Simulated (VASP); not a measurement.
# TiO2 (Anatase) (I4_1/amd) in VASP: a series of runs

Runs on TiO2 (Anatase). Level: PBEsol. Tasks: single point.

Program: VASP 6.6.1. These are calculated values, not measurements. Logs are shortened: lines on timing, memory, paths and dates and some standing lists are left out, and cuts for length are marked.

### 1 The cell of the first run

It takes space group I4_1/amd (No. 141, tetragonal). Conventional cell: a = 3.717 Å, b = 3.717 Å, c = 8.507 Å, α = 90.00°, β = 90.00°, γ = 90.00°. Within 2.5 Å of Ti (site symmetry -4m2) lie 6 O at 1.87 to 1.91 Å. O (site symmetry 2mm) has 3 Ti at 1.87 to 1.91 Å within 2.5 Å.

### 2 Single point, PBEsol

File INCAR:

```
PREC = Accurate
ENCUT = 520
EDIFF = 1E-6
ISMEAR = -1
SIGMA = 0.05
LREAL = False
LASPH = True
NELM = 60
ALGO = Normal
ISIF = 2
LWAVE = False
LCHARG = False
GGA = PS
NBANDS = 33
```

File KPOINTS:

```
Automatic mesh
0
Gamma
  10 10 10
```

File POSCAR:

```
TiO2
1.0
   -1.8582883472      1.8582883472      4.2534765879
    1.8582883472     -1.8582883472      4.2534765879
    1.8582883472      1.8582883472     -4.2534765879
Ti O
2 4
Direct
    0.7500000000      0.2500000000      0.5000000000
    0.0000000000      0.0000000000      0.0000000000
    0.7754620530      0.7754620530      0.0000000000
    0.5254620530      0.0254620530      0.5000000000
    0.9745379470      0.4745379470      0.5000000000
    0.2245379470      0.2245379470      0.0000000000
```

Potentials or basis: VASP PAW PBE potentials, release 64 (Ti_sv, O).

On the command line:

```console
> cat potpaw_PBE.64/Ti_sv/POTCAR potpaw_PBE.64/O/POTCAR > POTCAR
> mpirun -np 1 vasp_std > vasp.out
```

OUTCAR:

```text
PREC = Accurate
   ENCUT = 520
   EDIFF = 1E-6
   ISMEAR = -1
   LREAL = False
   LASPH = True
   NELM = 60
   ISIF = 2
   GGA = PS

 ion  position               nearest neighbor table
   1  0.750  0.250  0.500-   3 1.87   6 1.87   3 1.87   6 1.87   5 1.91   4 1.91   2 2.82   2 2.82
                             2 2.82   2 2.82
   2  0.000  0.000  0.000-   4 1.87   5 1.87   4 1.87   5 1.87   3 1.91   6 1.91   1 2.82   1 2.82
                             1 2.82   1 2.82
   3  0.775  0.775  0.000-   1 1.87   1 1.87   2 1.91
   4  0.525  0.025  0.500-   2 1.87   2 1.87   1 1.91
   5  0.975  0.475  0.500-   2 1.87   2 1.87   1 1.91
   6  0.225  0.225  0.000-   1 1.87   1 1.87   2 1.91

  LATTYP: Found a body centered tetragonal cell.
 ALAT       =     3.7165766944
 C/A-ratio  =     2.2889217351

  Lattice vectors:

 A1 = (  -1.8582883472,   1.8582883472,   4.2534765879)
 A2 = (   1.8582883472,  -1.8582883472,   4.2534765879)
 A3 = (   1.8582883472,   1.8582883472,  -4.2534765879)

Analysis of symmetry for initial positions (statically):
=====================================================================
 Subroutine PRICEL returns:
 Original cell was already a primitive cell.

 Routine SETGRP: Setting up the symmetry group for a
 body centered tetragonal supercell.

 Subroutine GETGRP returns: Found 16 space group operations
 (whereof  8 operations were pure point group operations)
 out of a pool of 16 trial point group operations.

The static configuration has the point symmetry D_2d.
 The point group associated with its full space group is D_4h.

Analysis of symmetry for dynamics (positions and initial velocities):
=====================================================================
 Subroutine PRICEL returns:
 Original cell was already a primitive cell.

 Routine SETGRP: Setting up the symmetry group for a
 body centered tetragonal supercell.

 Subroutine GETGRP returns: Found 16 space group operations
 (whereof  8 operations were pure point group operations)
 out of a pool of 16 trial point group operations.

The dynamic configuration has the point symmetry D_2d.
 The point group associated with its full space group is D_4h.

 Subroutine INISYM returns: Found 16 space group operations
 (whereof  8 operations are pure point group operations),
 and found     1 'primitive' translations

----------------------------------------------------------------------------------------
[... 103 lines left out ...]
   EDIFFG = 0.1E-04   stopping-criterion for IOM
   NSW    =      0    number of steps for IOM
   IBRION =     -1    ionic relax: 0-MD 1-quasi-New 2-CG
   NFREE  =      0    steps in history (QN), initial steepest desc. (CG)
   ISIF   =      2    stress and relaxation
   ISYM   =      2    0-nonsym 1-usesym 2-fastsym
   POTIM  = 0.5000    time-step for ionic-motion
   TEBEG  =    0.0;   TEEND  =   0.0 temperature during run
   PSTRESS=    0.0 pullay stress
   NELECT =      48.0000    total number of electrons
   NUPDOWN=      -1.0000    fix difference up-down
   EMIN   =  10.00;   EMAX   =-10.00  energy-range for DOS
   EFERMI =   0.00;   METHOD = LEGACY
   ISMEAR =    -1;   SIGMA  =   0.05  broadening in eV -4-tet -1-fermi 0-gaus
   EFERMI_NEDOS =   21; number of points for ismear=-14 and -15
   IALGO  =     38    algorithm
   IMIX   =      4    mixing-type and parameters
     AMIX     =   0.40;   BMIX     =  1.00
     AMIX_MAG =   1.60;   BMIX_MAG =  1.00
  volume/ion in A,a.u.               =       9.79        66.08
  Fermi-wavevector in a.u.,A,eV,Ry     =   1.530424  2.892082 31.867542  2.342198
  Thomas-Fermi vector in A             =   2.637909
   LORBIT       =      0    0 simple, 1 ext, 2 COOP (PROOUT), +10 PAW based schemes
   GGA     = PS    functional components
   LHFCALC =     F    Hartree Fock is set to
   AEXX    =    0.0000 exact exchange contribution
   IVDW    =     0    specifies the selected vdW correction
   LEPSILON=     F    determine dielectric tensor
   LRPA    =     F    only Hartree local field effects (RPA)
 non-spin polarized calculation
  energy-cutoff  :      520.00
  volume of cell :       58.75
 maximum number of plane-waves:      1598
 NGX is ok and might be reduce to    40
   NGX = 19   NGY = 19   NGZ = 19

 number of electron      47.9999996 magnetization

 Free energy of the ion-electron system (eV)
  ---------------------------------------------------
  ext. energy  EPLUGINS =         0.00000000
  ---------------------------------------------------
  free energy    TOTEN  =       -55.38134305 eV

  energy without entropy =      -55.38134304  energy(sigma->0) =      -55.38134305

 E-fermi :   5.8539     XC(G=0): -11.8953

 val. band max:        4.9458096015   @ k =   0.5000   0.5000   0.0000
 cond. band min:       6.6596069502   @ k =   0.0000   0.0000   0.0000
 fundamental gap:      1.7137973487
 Fermi energy:         5.8538684763

 k-point     1 :       0.0000    0.0000    0.0000
  band No.  band energies     occupation
      1     -51.0470      2.00000
      2     -50.8997      2.00000
      3     -27.8353      2.00000
      4     -27.4887      2.00000
      5     -27.4887      2.00000
      6     -27.3274      2.00000
[... 853 lines left out ...]
     32      12.4349      0.00000
     33      13.4759      0.00000

 [... further k-points ...]

------------------------ aborting loop because EDIFF is reached ----------------------------------------

  FORCE on cell =-STRESS in cart. coord.  units (eV):
  Direction    XX          YY          ZZ          XY          YZ          ZX
  --------------------------------------------------------------------------------------
  -------------------------------------------------------------------------------------
  Total       11.2975297     11.2975297     11.3323929      0.0000000      0.0000000      0.0000000
  in kB      308.0802296    308.0802296    309.0309376      0.0000000      0.0000000      0.0000000
  external PRESSURE =     308.3971323 kB  Pullay stress =       0.0000000 kB

 VOLUME and BASIS-vectors are now :
 -----------------------------------------------------------------------------
  energy-cutoff  :      520.00
  volume of cell :       58.75
      direct lattice vectors                 reciprocal lattice vectors
    -1.858288347  1.858288347  4.253476588     0.000000000  0.269064809  0.117550900
     1.858288347 -1.858288347  4.253476588     0.269064809  0.000000000  0.117550900
     1.858288347  1.858288347 -4.253476588     0.269064809  0.269064809  0.000000000

 POSITION                                       TOTAL-FORCE (eV/Angst)
 -----------------------------------------------------------------------------------
      0.00000      1.85829      2.12674        -0.000000     -0.000000      0.000000
      0.00000      0.00000      0.00000        -0.000000     -0.000000      0.000000
      0.00000      0.00000      6.59682        -0.000000      0.000000     -0.042756
      0.00000      1.85829      0.21660         0.000000     -0.000000     -0.042756
      0.00000      1.85829      4.03687         0.000000     -0.000000      0.042756
      0.00000      0.00000      1.91013        -0.000000      0.000000      0.042756
 -----------------------------------------------------------------------------------
    total drift:                                0.000000     -0.000000     -0.000000

  FREE ENERGIE OF THE ION-ELECTRON SYSTEM (eV)
  ---------------------------------------------------
  free  energy   TOTEN  =       -55.3813430456 eV

  energy  without entropy=      -55.3813430447  energy(sigma->0) =      -55.38134305
```

OSZICAR:

```text
N       E                     dE             d eps       ncg     rms          rms(c)
DAV:   1     0.665994636056E+03    0.66599E+03   -0.24187E+04  6740   0.174E+03
DAV:   2     0.287823838418E+02   -0.63721E+03   -0.59060E+03  7227   0.521E+02
DAV:   3    -0.650240653680E+02   -0.93806E+02   -0.91467E+02  9254   0.192E+02
DAV:   4    -0.700208712375E+02   -0.49968E+01   -0.49867E+01  9700   0.418E+01
DAV:   5    -0.701826319585E+02   -0.16176E+00   -0.16174E+00  8874   0.647E+00    0.371E+01
DAV:   6    -0.553463455383E+02    0.14836E+02   -0.61519E+01  9416   0.904E+01    0.110E+01
DAV:   7    -0.554801417437E+02   -0.13380E+00   -0.11131E+01  8776   0.292E+01    0.118E+01
DAV:   8    -0.553587308987E+02    0.12141E+00   -0.90204E-01  8901   0.113E+01    0.303E+00
DAV:   9    -0.553967024027E+02   -0.37972E-01   -0.27433E-01  9177   0.333E+00    0.170E+00
DAV:  10    -0.553828554909E+02    0.13847E-01   -0.10249E-01  8666   0.314E+00    0.405E-01
DAV:  11    -0.553815244651E+02    0.13310E-02   -0.68664E-03  9750   0.671E-01    0.125E-01
DAV:  12    -0.553813763405E+02    0.14812E-03   -0.14212E-03  7950   0.467E-01    0.616E-02
DAV:  13    -0.553813399152E+02    0.36425E-04   -0.15054E-04  9481   0.929E-02    0.903E-03
DAV:  14    -0.553813437656E+02   -0.38504E-05   -0.14771E-05  7582   0.366E-02    0.187E-02
DAV:  15    -0.553813430456E+02    0.72007E-06   -0.23764E-06  6013   0.224E-02
   1 F= -.55381343E+02 E0= -.55381343E+02  d E =-.875644E-09
```

stdout:

```text
POSCAR found type information on POSCAR TiO
 POSCAR found :  2 types and       6 ions
 scaLAPACK will be used
 -----------------------------------------------------------------------------
|                                                                             |
|                                                                             |
|     You enforced a specific xc type in the INCAR file but a different       |
|     I HOPE YOU KNOW WHAT YOU ARE DOING!                                     |
|                                                                             |
 -----------------------------------------------------------------------------

 LDA part: xc-table for (Slater+PW92), standard interpolation
 POSCAR, INCAR and KPOINTS ok, starting setup
 FFT: planning ... GRIDC
 FFT: planning ... GRID_SOFT
 FFT: planning ... GRID
 WAVECAR not read
 entering main loop
```

It took 4.5 min on 1 thread of Intel Xeon Platinum 8259CL at 2.50GHz (Skylake/Cascade Lake), shared host; peak memory 0.33 GiB.

What came out:

```yaml
Free_energy: -55.3813 eV
Pressure: 30.8 GPa
Largest_force: 0.043 eV/Å
Band_gap_on_the_k_mesh: 1.71 eV, indirect (least direct gap 2.37 eV)
```

Forces on the atoms (eV/Å):
```
Ti   0.000  0.000  0.000
Ti   0.000  0.000  0.000
O    0.000  0.000 -0.043
O    0.000  0.000 -0.043
O    0.000  0.000  0.043
O    0.000  0.000  0.043
```

Levels at points of the mesh, in eV from the valence-band top:
```csv
k point,band 22,band 23,band 24,band 25,band 26,band 27
"(0.00, 0.00, 0.00)",-0.73,-0.66,-0.66,1.71,3.03,3.40
"(0.50, 0.00, 0.00)",-1.33,-1.11,-0.75,3.06,3.42,3.95
"(0.50, 0.50, 0.00)",-2.78,0.00,0.00,3.99,3.99,4.39
"(0.50, 0.50, 0.50)",-1.56,-0.55,-0.55,2.34,2.34,3.26
```

Caveat: the PAW data sets were made with another functional, which shifts forces and pressure a little.

### 3 Single point, PBEsol

This run uses another cell than the first one, of 10.23 Å³/atom, 1.045 times its volume.

File INCAR:

```
SYSTEM = TiO2
ALGO = Normal
EDIFF = 1E-6
ENCUT = 520
GGA = PS
ISIF = 2
ISMEAR = -1
LASPH = .True.
LCHARG = .False.
LREAL = .False.
LWAVE = .False.
NBANDS = 33
NELM = 100
PREC = Accurate
SIGMA = 0.05
```

File KPOINTS:

```
k-points
0
Gamma
  10 10 10
  0 0 0
```

File POSCAR:

```
TiO2
1.0
   -1.8654490853      1.8654490853      4.4094930693
    1.8654490853     -1.8654490853      4.4094930693
    1.8654490853      1.8654490853     -4.4094930693
Ti O
2 4
Direct
    0.7500000000      0.2500000000      0.5000000000
    0.0000000000      0.0000000000      0.0000000000
    0.7812945245      0.7812945245      0.0000000000
    0.5312945245      0.0312945245      0.5000000000
    0.9687054755      0.4687054755      0.5000000000
    0.2187054755      0.2187054755      0.0000000000
```

Potentials or basis: VASP PAW PBE potentials, release 64 (Ti_sv, O).

On the command line:

```console
> cat potpaw_PBE.64/Ti_sv/POTCAR potpaw_PBE.64/O/POTCAR > POTCAR
> mpirun -np 1 vasp_std > vasp.out
```

Run time: 4.9 min. Hardware: 1 thread of Intel Xeon Platinum 8259CL at 2.50GHz (Skylake/Cascade Lake), shared host; peak memory 0.35 GiB.

It converged, with:

| Item | Value |
| --- | --- |
| Free energy | -55.7998 eV |
| Pressure | 20.8 GPa |
| Largest force | 0.035 eV/Å |
| Band gap on the k mesh | 1.85 eV, indirect (least direct gap 2.43 eV) |

Forces in eV/Å, atoms in the order of the input:
```
Ti   0.000  0.000  0.000
Ti   0.000  0.000  0.000
O    0.000  0.000 -0.035
O    0.000  0.000 -0.035
O    0.000  0.000  0.035
O    0.000  0.000  0.035
```

Levels at points of the mesh, in eV from the valence-band top:
| k point | band 20 | band 21 | band 22 | band 23 | band 24 | band 25 | band 26 | band 27 | band 28 | band 29 |
| --- | --- | --- | --- | --- | --- | --- | --- | --- | --- | --- |
| (0.00, 0.00, 0.00) | -0.79 | -0.79 | -0.76 | -0.70 | -0.70 | 1.85 | 2.97 | 3.65 | 3.65 | 3.94 |
| (0.50, 0.00, 0.00) | -2.40 | -2.34 | -1.28 | -1.00 | -0.72 | 3.30 | 3.33 | 3.84 | 4.11 | 4.49 |
| (0.50, 0.50, 0.00) | -3.05 | -2.59 | -2.59 | 0.00 | 0.00 | 3.79 | 3.79 | 4.23 | 4.23 | 5.22 |
| (0.50, 0.50, 0.50) | -1.51 | -1.51 | -1.51 | -0.38 | -0.38 | 2.39 | 2.39 | 3.68 | 3.68 | 3.98 |

Caveat: the PAW data sets were made with another functional, which shifts forces and pressure a little. A k mesh can miss the band edges.

### 4 Single point, PBEsol

This run uses another cell than the first one, of 10.73 Å³/atom, 1.096 times its volume.

File INCAR:

```
PREC = Accurate
ENCUT = 520
EDIFF = 1E-7
ISMEAR = -1
SIGMA = 0.05
LREAL = F
LASPH = T
NELM = 80
ALGO = Normal
ISIF = 2
LWAVE = F
LCHARG = T
GGA = PS
LELF = T
LVHAR = T
NBANDS = 33
```

File KPOINTS:

```
Automatic mesh
0
Gamma
  10 10 10
```

File POSCAR:

```
TiO2
1.0
   -1.8731562115      1.8731562115      4.5887931440
    1.8731562115     -1.8731562115      4.5887931440
    1.8731562115      1.8731562115     -4.5887931440
Ti O
2 4
Direct
    0.7500000000      0.2500000000      0.5000000000
    0.0000000000      0.0000000000      0.0000000000
    0.7872181108      0.7872181108      0.0000000000
    0.5372181108      0.0372181108      0.5000000000
    0.9627818892      0.4627818892      0.5000000000
    0.2127818892      0.2127818892      0.0000000000
```

On the command line:

```console
> cat potpaw_PBE.64/Ti_sv/POTCAR potpaw_PBE.64/O/POTCAR > POTCAR
> mpirun -np 1 vasp_std > vasp.out
```

Run time: 5 min. Hardware: 1 thread of Intel Xeon Platinum 8259CL at 2.50GHz (Skylake/Cascade Lake), shared host; peak memory 0.35 GiB.

The run converged. Its results:

- Free energy: -56.0946 eV
- Pressure: 10.8 GPa
- Largest force: 0.027 eV/Å
- Band gap on the k mesh: 2.01 eV, indirect (least direct gap 2.45 eV)

Forces on the atoms (eV/Å):
```
Ti   0.000  0.000  0.000
Ti   0.000  0.000  0.000
O    0.000  0.000 -0.027
O    0.000  0.000 -0.027
O    0.000  0.000  0.027
O    0.000  0.000  0.027
```

Levels at points of the mesh, in eV from the valence-band top:
```csv
k point,band 21,band 22,band 23,band 24,band 25,band 26,band 27,band 28
"(0.00, 0.00, 0.00)",-0.73,-0.73,-0.61,-0.61,2.01,2.93,3.91,3.91
"(0.50, 0.00, 0.00)",-2.14,-1.13,-0.88,-0.67,3.30,3.52,3.73,3.92
"(0.50, 0.50, 0.00)",-2.33,-2.33,0.00,0.00,3.58,3.58,4.07,4.07
"(0.50, 0.50, 0.50)",-1.38,-1.38,-0.21,-0.21,2.45,2.45,3.89,3.89
```

Caveat: the PAW data sets were made with another functional, which shifts forces and pressure a little.

[end of part 1 of 2]
